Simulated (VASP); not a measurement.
# Cu (Pm-3m) in VASP: single point with PBEsol

Aim: the single point of Cu with PBEsol.

All numbers are computed with VASP 6.6.1; they aren't measurements. Logs are shortened: lines on timing, memory, paths and dates and some standing lists are left out, and cuts for length are marked.

## 1. The cell of the first run

It takes space group Pm-3m (No. 221, cubic). Conventional cell: a = 2.277 Å, b = 2.277 Å, c = 2.277 Å, α = 90.00°, β = 90.00°, γ = 90.00°. Within 3.0 Å of Cu (site symmetry m-3m) lie 6 Cu at 2.28 Å.

This isn't the form of Cu at room conditions, which is fcc.

## 2. Single point, PBEsol

File INCAR:

```
SYSTEM = Cu
ALGO = Normal
EDIFF = 1E-6
ENCUT = 520
GGA = PS
ISIF = 2
ISMEAR = 0
LASPH = .True.
LCHARG = .True.
LELF = .True.
LREAL = .False.
LVHAR = .True.
LWAVE = .False.
NBANDS = 12
NELM = 60
PREC = Accurate
SIGMA = 0.15
```

File KPOINTS:

```
k-points
0
Gamma
  24 24 24
  0 0 0
```

File POSCAR:

```
Cu
1.0
   -0.7591024326      1.5182048651      1.5182048651
    1.5182048651     -0.7591024326      1.5182048651
    1.5182048651      1.5182048651     -0.7591024326
Cu
1
Direct
    0.0000000000      0.0000000000      0.0000000000
```

Potentials or basis: VASP PAW PBE potentials, release 64 (Cu).

The run is started by

```console
$ cat potpaw_PBE.64/Cu/POTCAR > POTCAR
$ mpirun -np 1 vasp_std > vasp.out
```

OUTCAR:

```text
SYSTEM = Cu
   EDIFF = 1E-6
   ENCUT = 520
   GGA = PS
   ISIF = 2
   ISMEAR = 0
   LASPH = .True.
   LREAL = .False.
   NELM = 60
   PREC = Accurate

 ion  position               nearest neighbor table
   1  0.000  0.000  0.000-

  LATTYP: Found a simple cubic cell.
 ALAT       =     2.2773072977

  Lattice vectors:

 A1 = (  -0.7591024326,   1.5182048651,   1.5182048651)
 A2 = (   1.5182048651,  -0.7591024326,   1.5182048651)
 A3 = (   1.5182048651,   1.5182048651,  -0.7591024326)

Analysis of symmetry for initial positions (statically):
=====================================================================
 Subroutine PRICEL returns:
 Original cell was already a primitive cell.

 Routine SETGRP: Setting up the symmetry group for a
 simple cubic supercell.

 Subroutine GETGRP returns: Found 48 space group operations
 (whereof 48 operations were pure point group operations)
 out of a pool of 48 trial point group operations.

The static configuration has the point symmetry O_h .

Analysis of symmetry for dynamics (positions and initial velocities):
=====================================================================
 Subroutine PRICEL returns:
 Original cell was already a primitive cell.

 Routine SETGRP: Setting up the symmetry group for a
 simple cubic supercell.

 Subroutine GETGRP returns: Found 48 space group operations
 (whereof 48 operations were pure point group operations)
 out of a pool of 48 trial point group operations.

The dynamic configuration has the point symmetry O_h .

 Subroutine INISYM returns: Found 48 space group operations
 (whereof 48 operations are pure point group operations),
 and found     1 'primitive' translations

----------------------------------------------------------------------------------------

                                     Primitive cell

  volume of cell :      11.8104

  direct lattice vectors                    reciprocal lattice vectors
    -0.759102433  1.518204865  1.518204865    -0.146371697  0.292743394  0.292743394
     1.518204865 -0.759102433  1.518204865     0.292743394 -0.146371697  0.292743394
     1.518204865  1.518204865 -0.759102433     0.292743394  0.292743394 -0.146371697

  length of vectors
     2.277307298  2.277307298  2.277307298     0.439115090  0.439115090  0.439115090

  position of ions in fractional coordinates (direct lattice)
     0.000000000  0.000000000  0.000000000

  ion indices of the primitive-cell ions
   primitive index   ion index
                 1           1

----------------------------------------------------------------------------------------

 KPOINTS: k-points

Automatic generation of k-mesh.
 Grid dimensions read from file:
 generate k-points for:   24   24   24

 Generating k-lattice:

  Cartesian coordinates                     Fractional coordinates (reciprocal lattice)
    -0.006098821  0.012197641  0.012197641     0.041666667 -0.000000000 -0.000000000
     0.012197641 -0.006098821  0.012197641    -0.000000000  0.041666667 -0.000000000
     0.012197641  0.012197641 -0.006098821    -0.000000000 -0.000000000  0.041666667

  Length of vectors
     0.018296462  0.018296462  0.018296462

  Shift w.r.t. Gamma in fractional coordinates (k-lattice)
     0.000000000  0.000000000  0.000000000

 Subroutine IBZKPT returns following result:
 ===========================================

 Found    455 irreducible k-points:

 Following reciprocal coordinates:
            Coordinates               Weight
  0.000000  0.000000  0.000000      1.000000
  0.041667 -0.000000 -0.000000      6.000000
  0.083333 -0.000000 -0.000000      6.000000
  0.125000 -0.000000 -0.000000      6.000000
  0.166667  0.000000  0.000000      6.000000
  0.208333 -0.000000 -0.000000      6.000000
[... 16 lines left out ...]
  0.416667  0.041667 -0.000000     24.000000
  0.458333  0.041667 -0.000000     24.000000
 [... further k-points ...]
   k-points           NKPTS =    455   k-points in BZ     NKDIM =    455   number of bands    NBANDS=     12
   number of dos      NEDOS =    301   number of ions     NIONS =      1
   total plane-waves  NPLWV =   5832
   dimension x,y,z NGX =    18 NGY =   18 NGZ =   18
   dimension x,y,z NGXF=    36 NGYF=   36 NGZF=   36
   ions per type =               1
   NGX,Y,Z   is equivalent  to a cutoff of  13.14, 13.14, 13.14 a.u.
   NGXF,Y,Z  is equivalent  to a cutoff of  26.28, 26.28, 26.28 a.u.
 SYSTEM =  Cu
   PREC   = accura    normal or accurate (medium, high low for compatibility)
   ISTART =      0    job   : 0-new  1-cont  2-samecut
   ICHARG =      2    charge: 1-file 2-atom 10-const
   ISPIN  =      1    spin polarized calculation?
   LNONCOLLINEAR =      F non collinear calculations
   LSORBIT =      F    spin-orbit coupling
   LASPH  =      T    aspherical Exc in radial PAW
   ENCUT  =  520.0 eV  38.22 Ry    6.18 a.u.   4.23  4.23  4.23*2*pi/ulx,y,z
   NELM   =     60;   NELMIN=  2; NELMDL= -5     # of ELM steps
   EDIFF  = 0.1E-05   stopping-criterion for ELM
   LREAL  =      F    real-space projection
   EDIFFG = 0.1E-04   stopping-criterion for IOM
   NSW    =      0    number of steps for IOM
   IBRION =     -1    ionic relax: 0-MD 1-quasi-New 2-CG
   NFREE  =      0    steps in history (QN), initial steepest desc. (CG)
   ISIF   =      2    stress and relaxation
   ISYM   =      2    0-nonsym 1-usesym 2-fastsym
   POTIM  = 0.5000    time-step for ionic-motion
   TEBEG  =    0.0;   TEEND  =   0.0 temperature during run
   PSTRESS=    0.0 pullay stress
   NELECT =      11.0000    total number of electrons
   NUPDOWN=      -1.0000    fix difference up-down
   EMIN   =  10.00;   EMAX   =-10.00  energy-range for DOS
   EFERMI =   0.00;   METHOD = LEGACY
   ISMEAR =     0;   SIGMA  =   0.15  broadening in eV -4-tet -1-fermi 0-gaus
   EFERMI_NEDOS =   21; number of points for ismear=-14 and -15
   IALGO  =     38    algorithm
   IMIX   =      4    mixing-type and parameters
     AMIX     =   0.40;   BMIX     =  1.00
     AMIX_MAG =   1.60;   BMIX_MAG =  1.00
  volume/ion in A,a.u.               =      11.81        79.70
  Fermi-wavevector in a.u.,A,eV,Ry     =   1.598763  3.021224 34.777078  2.556043
  Thomas-Fermi vector in A             =   2.696162
   LORBIT       =      0    0 simple, 1 ext, 2 COOP (PROOUT), +10 PAW based schemes
   GGA     = PS    functional components
   LHFCALC =     F    Hartree Fock is set to
   AEXX    =    0.0000 exact exchange contribution
   IVDW    =     0    specifies the selected vdW correction
   LEPSILON=     F    determine dielectric tensor
   LRPA    =     F    only Hartree local field effects (RPA)
 non-spin polarized calculation
 Gauss-broadening in eV      SIGMA  =   0.15
  energy-cutoff  :      520.00
  volume of cell :       11.81
 maximum number of plane-waves:       328
 NGX is ok and might be reduce to    18
   NGX =  9   NGY =  9   NGZ =  9

 number of electron      10.9999991 magnetization

 Free energy of the ion-electron system (eV)
  ---------------------------------------------------
  ext. energy  EPLUGINS =         0.00000000
  ---------------------------------------------------
  free energy    TOTEN  =        -3.71848455 eV

  energy without entropy =       -3.71527675  energy(sigma->0) =       -3.71688065

 E-fermi :   7.2217     XC(G=0): -12.8231

 val. band max:        7.2186768337   @ k =   0.3750   0.3333  -0.0000
 cond. band min:       7.2245904295   @ k =   0.3333   0.2500   0.2500
 fundamental gap:      0.0059135959
 Fermi energy:         7.2217064849

 k-point     1 :       0.0000    0.0000    0.0000
  band No.  band energies     occupation
      1      -1.9200      2.00000
      2       2.7150      2.00000
      3       2.7150      2.00000
      4       5.9045      2.00000
      5       5.9045      2.00000
      6       5.9045      2.00000
      7      26.6038      0.00000
      8      26.6038      0.00000
      9      26.6038      0.00000
     10      30.3018      0.00000
     11      30.3018      0.00000
     12      34.9427      0.00000

 k-point     2 :       0.0417   -0.0000   -0.0000
  band No.  band energies     occupation
      1      -1.8667      2.00000
      2       2.7217      2.00000
      3       2.7372      2.00000
      4       5.8860      2.00000
      5       5.8860      2.00000
      6       5.9059      2.00000
      7      25.7232      0.00000
      8      26.6747      0.00000
      9      26.6747      0.00000
     10      30.3188      0.00000
     11      30.9968      0.00000
     12      35.2254      0.00000

 k-point     3 :       0.0833   -0.0000   -0.0000
  band No.  band energies     occupation
      1      -1.7077      2.00000
      2       2.7418      2.00000
      3       2.8036      2.00000
      4       5.8324      2.00000
      5       5.8324      2.00000
      6       5.9102      2.00000
      7      24.0238      0.00000
      8      26.8857      0.00000
      9      26.8857      0.00000
     10      30.3700      0.00000
     11      32.0162      0.00000
     12      36.1957      0.00000
[... 286 lines left out ...]
 k-point    23 :       0.4167    0.0417   -0.0000
  band No.  band energies     occupation
      1       2.0149      2.00000
      2       3.1198      2.00000
      3       4.5375      2.00000
      4       4.9759      2.00000
      5       5.2356      2.00000
      6       5.9695      2.00000
      7      11.0822      0.00000
      8      30.7914      0.00000
      9      32.7347      0.00000
     10      32.8031      0.00000
     11      34.3058      0.00000
     12      37.4137      0.00000

 k-point    24 :       0.4583    0.0417   -0.0000
  band No.  band energies     occupation
      1       2.2840      2.00000
      2       3.1415      2.00000
      3       4.6241      2.00000
      4       4.9299      2.00000
      5       5.5021      2.00000
      6       5.9739      2.00000
      7      10.2134      0.00000
      8      31.4140      0.00000
      9      33.0872      0.00000
     10      33.6820      0.00000
     11      33.9506      0.00000
     12      37.2716      0.00000

 [... further k-points ...]
[... 5 lines left out ...]
  --------------------------------------------------------------------------------------
  -------------------------------------------------------------------------------------
  Total        1.3156506      1.3156506      1.3156506     -0.0000000     -0.0000000     -0.0000000
  in kB      178.4786416    178.4786416    178.4786416     -0.0000000     -0.0000000     -0.0000000
  external PRESSURE =     178.4786416 kB  Pullay stress =       0.0000000 kB

 VOLUME and BASIS-vectors are now :
 -----------------------------------------------------------------------------
  energy-cutoff  :      520.00
  volume of cell :       11.81
      direct lattice vectors                 reciprocal lattice vectors
    -0.759102433  1.518204865  1.518204865    -0.146371697  0.292743394  0.292743394
     1.518204865 -0.759102433  1.518204865     0.292743394 -0.146371697  0.292743394
     1.518204865  1.518204865 -0.759102433     0.292743394  0.292743394 -0.146371697

 POSITION                                       TOTAL-FORCE (eV/Angst)
 -----------------------------------------------------------------------------------
      0.00000      0.00000      0.00000        -0.000000     -0.000000     -0.000000
 -----------------------------------------------------------------------------------
    total drift:                                0.000000     -0.000000      0.000000

  FREE ENERGIE OF THE ION-ELECTRON SYSTEM (eV)
  ---------------------------------------------------
  free  energy   TOTEN  =        -3.7184845475 eV

  energy  without entropy=       -3.7152767496  energy(sigma->0) =       -3.71688065
```

It took 20 s on 1 thread of Intel Xeon 6975P-C (Granite Rapids), shared host; peak memory 0.16 GiB.

Results:

| Item | Value |
| --- | --- |
| Free energy | -3.7185 eV |
| Pressure | 17.8 GPa |
| Band gap on the k mesh | zero (an odd number of electrons rules out a gap without spin polarisation) |

Caveat: the cell stands under pressure; the PAW data sets were made with another functional, which shifts forces and pressure a little.
